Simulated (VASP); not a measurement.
# Cs (Fd-3m) in VASP: single point with RPBE

Aim: the single point of Cs with RPBE.

Everything below comes from runs of VASP 6.6.1. Logs are shortened: lines on timing, memory, paths and dates and some standing lists are left out, and cuts for length are marked.

## Step 1: The cell of the first run

Symmetry: Fd-3m, No. 227, cubic system. Conventional cell: a = 11.899 Å, b = 11.899 Å, c = 11.899 Å, α = 90.00°, β = 90.00°, γ = 90.00°.

This isn't the form of Cs at room conditions, which is bcc.

## Step 2: Single point, RPBE

The input, INCAR:

```
PREC = Accurate ; ENCUT = 520
EDIFF = 1E-7 ; ISMEAR = -1
SIGMA = 0.1 ; LREAL = F
LASPH = T ; NELM = 80
ALGO = Normal ; ISIF = 2
LWAVE = F ; LCHARG = T
GGA = RP ; LELF = T
LVHAR = T ; NBANDS = 16
```

The input, KPOINTS:

```
Automatic mesh
0
Gamma
  8 8 8
```

The input, POSCAR:

```
Cs
1.0
    0.0000000000      5.9497129522      5.9497129522
    5.9497129522      0.0000000000      5.9497129522
    5.9497129522      5.9497129522      0.0000000000
Cs
2
Direct
    0.1250000000      0.1250000000      0.1250000000
    0.8750000000      0.8750000000      0.8750000000
```

Potentials or basis: VASP PAW PBE potentials, release 64 (Cs_sv).

Command:

```console
$ cat potpaw_PBE.64/Cs_sv/POTCAR > POTCAR
$ mpirun -np 1 vasp_std > vasp.out
```

OUTCAR:

```text
PREC = Accurate
   ENCUT = 520
   EDIFF = 1E-7
   ISMEAR = -1
   LREAL = F
   LASPH = T
   NELM = 80
   ISIF = 2
   GGA = RP

 ion  position               nearest neighbor table
   1  0.125  0.125  0.125-
   2  0.875  0.875  0.875-

  LATTYP: Found a face centered cubic cell.
 ALAT       =    11.8994259044

  Lattice vectors:

 A1 = (   0.0000000000,   5.9497129522,   5.9497129522)
 A2 = (   5.9497129522,   0.0000000000,   5.9497129522)
 A3 = (   5.9497129522,   5.9497129522,   0.0000000000)

Analysis of symmetry for initial positions (statically):
=====================================================================
 Subroutine PRICEL returns:
 Original cell was already a primitive cell.

 Routine SETGRP: Setting up the symmetry group for a
 face centered cubic supercell.

 Subroutine GETGRP returns: Found 48 space group operations
 (whereof 12 operations were pure point group operations)
 out of a pool of 48 trial point group operations.

The static configuration has the point symmetry D_3d.
 The point group associated with its full space group is O_h .

Analysis of symmetry for dynamics (positions and initial velocities):
=====================================================================
 Subroutine PRICEL returns:
 Original cell was already a primitive cell.

 Routine SETGRP: Setting up the symmetry group for a
 face centered cubic supercell.

 Subroutine GETGRP returns: Found 48 space group operations
 (whereof 12 operations were pure point group operations)
 out of a pool of 48 trial point group operations.

The dynamic configuration has the point symmetry D_3d.
 The point group associated with its full space group is O_h .

 Subroutine INISYM returns: Found 48 space group operations
 (whereof 12 operations are pure point group operations),
 and found     1 'primitive' translations

----------------------------------------------------------------------------------------

                                     Primitive cell

  volume of cell :     421.2288

  direct lattice vectors                    reciprocal lattice vectors
     0.000000000  5.949712952  5.949712952    -0.084037668  0.084037668  0.084037668
     5.949712952  0.000000000  5.949712952     0.084037668 -0.084037668  0.084037668
     5.949712952  5.949712952  0.000000000     0.084037668  0.084037668 -0.084037668

  length of vectors
     8.414164749  8.414164749  8.414164749     0.145557510  0.145557510  0.145557510

  position of ions in fractional coordinates (direct lattice)
     0.125000000  0.125000000  0.125000000
     0.875000000  0.875000000  0.875000000

  ion indices of the primitive-cell ions
   primitive index   ion index
                 1           1
                 2           2

----------------------------------------------------------------------------------------

 KPOINTS: Automatic mesh

Automatic generation of k-mesh.
 Grid dimensions read from file:
 generate k-points for:    8    8    8

 Generating k-lattice:

  Cartesian coordinates                     Fractional coordinates (reciprocal lattice)
    -0.010504708  0.010504708  0.010504708     0.125000000  0.000000000  0.000000000
     0.010504708 -0.010504708  0.010504708     0.000000000  0.125000000  0.000000000
     0.010504708  0.010504708 -0.010504708     0.000000000  0.000000000  0.125000000

  Length of vectors
     0.018194689  0.018194689  0.018194689

  Shift w.r.t. Gamma in fractional coordinates (k-lattice)
     0.000000000  0.000000000  0.000000000

 Subroutine IBZKPT returns following result:
 ===========================================

 Found     29 irreducible k-points:

 Following reciprocal coordinates:
            Coordinates               Weight
  0.000000  0.000000  0.000000      1.000000
  0.125000  0.000000  0.000000      8.000000
  0.250000  0.000000  0.000000      8.000000
  0.375000  0.000000  0.000000      8.000000
  0.500000  0.000000  0.000000      4.000000
  0.125000  0.125000  0.000000      6.000000
[... 16 lines left out ...]
  0.500000  0.250000  0.125000     48.000000
 -0.375000  0.250000  0.125000     24.000000
 [... further k-points ...]
   k-points           NKPTS =     29   k-points in BZ     NKDIM =     29   number of bands    NBANDS=     16
   number of dos      NEDOS =    301   number of ions     NIONS =      2
   total plane-waves  NPLWV = 262144
   dimension x,y,z NGX =    64 NGY =   64 NGZ =   64
   dimension x,y,z NGXF=   128 NGYF=  128 NGZF=  128
   ions per type =               2
   NGX,Y,Z   is equivalent  to a cutoff of  12.65, 12.65, 12.65 a.u.
   NGXF,Y,Z  is equivalent  to a cutoff of  25.29, 25.29, 25.29 a.u.
 SYSTEM =  unknown system
   PREC   = accura    normal or accurate (medium, high low for compatibility)
   ISTART =      0    job   : 0-new  1-cont  2-samecut
   ICHARG =      2    charge: 1-file 2-atom 10-const
   ISPIN  =      1    spin polarized calculation?
   LNONCOLLINEAR =      F non collinear calculations
   LSORBIT =      F    spin-orbit coupling
   LASPH  =      T    aspherical Exc in radial PAW
   ENCUT  =  520.0 eV  38.22 Ry    6.18 a.u.  15.64 15.64 15.64*2*pi/ulx,y,z
   NELM   =     80;   NELMIN=  2; NELMDL= -5     # of ELM steps
   EDIFF  = 0.1E-06   stopping-criterion for ELM
   LREAL  =      F    real-space projection
   EDIFFG = 0.1E-05   stopping-criterion for IOM
   NSW    =      0    number of steps for IOM
   IBRION =     -1    ionic relax: 0-MD 1-quasi-New 2-CG
   NFREE  =      0    steps in history (QN), initial steepest desc. (CG)
   ISIF   =      2    stress and relaxation
   ISYM   =      2    0-nonsym 1-usesym 2-fastsym
   POTIM  = 0.5000    time-step for ionic-motion
   TEBEG  =    0.0;   TEEND  =   0.0 temperature during run
   PSTRESS=    0.0 pullay stress
   NELECT =      18.0000    total number of electrons
   NUPDOWN=      -1.0000    fix difference up-down
   EMIN   =  10.00;   EMAX   =-10.00  energy-range for DOS
   EFERMI =   0.00;   METHOD = LEGACY
   ISMEAR =    -1;   SIGMA  =   0.10  broadening in eV -4-tet -1-fermi 0-gaus
   EFERMI_NEDOS =   21; number of points for ismear=-14 and -15
   IALGO  =     38    algorithm
   IMIX   =      4    mixing-type and parameters
     AMIX     =   0.40;   BMIX     =  1.00
     AMIX_MAG =   1.60;   BMIX_MAG =  1.00
  volume/ion in A,a.u.               =     210.61      1421.30
  Fermi-wavevector in a.u.,A,eV,Ry     =   0.572347  1.081580  4.457016  0.327581
  Thomas-Fermi vector in A             =   1.613183
   LORBIT       =      0    0 simple, 1 ext, 2 COOP (PROOUT), +10 PAW based schemes
   GGA     = RP    functional components
   LHFCALC =     F    Hartree Fock is set to
   AEXX    =    0.0000 exact exchange contribution
   IVDW    =     0    specifies the selected vdW correction
   LEPSILON=     F    determine dielectric tensor
   LRPA    =     F    only Hartree local field effects (RPA)
 non-spin polarized calculation
  energy-cutoff  :      520.00
  volume of cell :      421.23
 maximum number of plane-waves:     11369
   NGX = 31   NGY = 31   NGZ = 31

 number of electron      17.9999997 magnetization

 Free energy of the ion-electron system (eV)
  ---------------------------------------------------
  ext. energy  EPLUGINS =         0.00000000
  ---------------------------------------------------
  free energy    TOTEN  =        -1.03814302 eV

  energy without entropy =       -0.96963477  energy(sigma->0) =       -1.00388890

 E-fermi :  -0.5059     XC(G=0):  -3.8798

 val. band max:       -0.5749891908   @ k =  -0.3750   0.3750   0.0000
 cond. band min:      -0.4905003126   @ k =   0.5000   0.5000   0.0000
 fundamental gap:      0.0844888782
 Fermi energy:        -0.5058828735

 k-point     1 :       0.0000    0.0000    0.0000
  band No.  band energies     occupation
      1     -24.9017      2.00000
      2     -24.8930      2.00000
      3     -11.7398      2.00000
      4     -11.7398      2.00000
      5     -11.7398      2.00000
      6     -11.6783      2.00000
[... 8 lines left out ...]
     15       1.1667      0.00000
     16       1.1667      0.00000

 k-point     2 :       0.1250    0.0000    0.0000
  band No.  band energies     occupation
      1     -24.9015      2.00000
      2     -24.8933      2.00000
      3     -11.7407      2.00000
      4     -11.7407      2.00000
      5     -11.7394      2.00000
      6     -11.6789      2.00000
[... 8 lines left out ...]
     15       1.0337      0.00000
     16       1.1849      0.00000

 k-point     3 :       0.2500    0.0000    0.0000
  band No.  band energies     occupation
      1     -24.9008      2.00000
      2     -24.8940      2.00000
      3     -11.7429      2.00000
      4     -11.7429      2.00000
      5     -11.7383      2.00000
      6     -11.6803      2.00000
[... 8 lines left out ...]
     15       1.0203      0.00000
     16       1.2467      0.00000

 k-point     4 :       0.3750    0.0000    0.0000
  band No.  band energies     occupation
      1     -24.9000      2.00000
      2     -24.8948      2.00000
      3     -11.7449      2.00000
      4     -11.7449      2.00000
      5     -11.7372      2.00000
      6     -11.6818      2.00000
[... 8 lines left out ...]
     15       1.0479      0.00000
     16       1.3532      0.00000
[... 324 lines left out ...]
 k-point    22 :       0.3750    0.2500    0.1250
  band No.  band energies     occupation
      1     -24.9002      2.00000
      2     -24.8945      2.00000
      3     -11.7475      2.00000
      4     -11.7453      2.00000
      5     -11.7316      2.00000
      6     -11.6872      2.00000
[... 8 lines left out ...]
     15       1.0703      0.00000
     16       1.2575      0.00000

 k-point    23 :       0.5000    0.2500    0.1250
  band No.  band energies     occupation
      1     -24.8994      2.00000
      2     -24.8954      2.00000
      3     -11.7501      2.00000
      4     -11.7471      2.00000
      5     -11.7277      2.00000
      6     -11.6913      2.00000
[... 8 lines left out ...]
     15       1.0775      0.00000
     16       1.3229      0.00000

 k-point    24 :      -0.3750    0.2500    0.1250
  band No.  band energies     occupation
      1     -24.8989      2.00000
      2     -24.8958      2.00000
      3     -11.7510      2.00000
      4     -11.7479      2.00000
      5     -11.7258      2.00000
      6     -11.6932      2.00000
[... 8 lines left out ...]
     15       1.1026      0.00000
     16       1.3878      0.00000

 [... further k-points ...]

------------------------ aborting loop because EDIFF is reached ----------------------------------------

  FORCE on cell =-STRESS in cart. coord.  units (eV):
  Direction    XX          YY          ZZ          XY          YZ          ZX
  --------------------------------------------------------------------------------------
  -------------------------------------------------------------------------------------
  Total        0.0316218      0.0316218      0.0316218      0.0000000     -0.0000000      0.0000000
  in kB        0.1202760      0.1202760      0.1202760      0.0000000     -0.0000000      0.0000000
  external PRESSURE =       0.1202760 kB  Pullay stress =       0.0000000 kB

 VOLUME and BASIS-vectors are now :
 -----------------------------------------------------------------------------
  energy-cutoff  :      520.00
  volume of cell :      421.23
      direct lattice vectors                 reciprocal lattice vectors
     0.000000000  5.949712952  5.949712952    -0.084037668  0.084037668  0.084037668
     5.949712952  0.000000000  5.949712952     0.084037668 -0.084037668  0.084037668
     5.949712952  5.949712952  0.000000000     0.084037668  0.084037668 -0.084037668

 POSITION                                       TOTAL-FORCE (eV/Angst)
 -----------------------------------------------------------------------------------
      1.48743      1.48743      1.48743         0.000000      0.000000      0.000000
     10.41200     10.41200     10.41200        -0.000000     -0.000000     -0.000000
 -----------------------------------------------------------------------------------
    total drift:                                0.000000      0.000000      0.000000

  FREE ENERGIE OF THE ION-ELECTRON SYSTEM (eV)
  ---------------------------------------------------
  free  energy   TOTEN  =        -1.0381430170 eV

  energy  without entropy=       -0.9696347739  energy(sigma->0) =       -1.00388890
```

Wall time 7.3 min (1 thread of Intel Xeon 8259CL, shared host); peak memory 0.61 GiB.

What came out:

```yaml
Free_energy: -1.0381 eV
Pressure: 0.0 GPa
Band_gap_on_the_k_mesh: zero (bands 9 and 10 overlap by 0.07 eV)
```

Caveat: the PAW data sets were made with another functional, which shifts forces and pressure a little; spin-orbit coupling is left out, which moves the levels of the heavy elements.
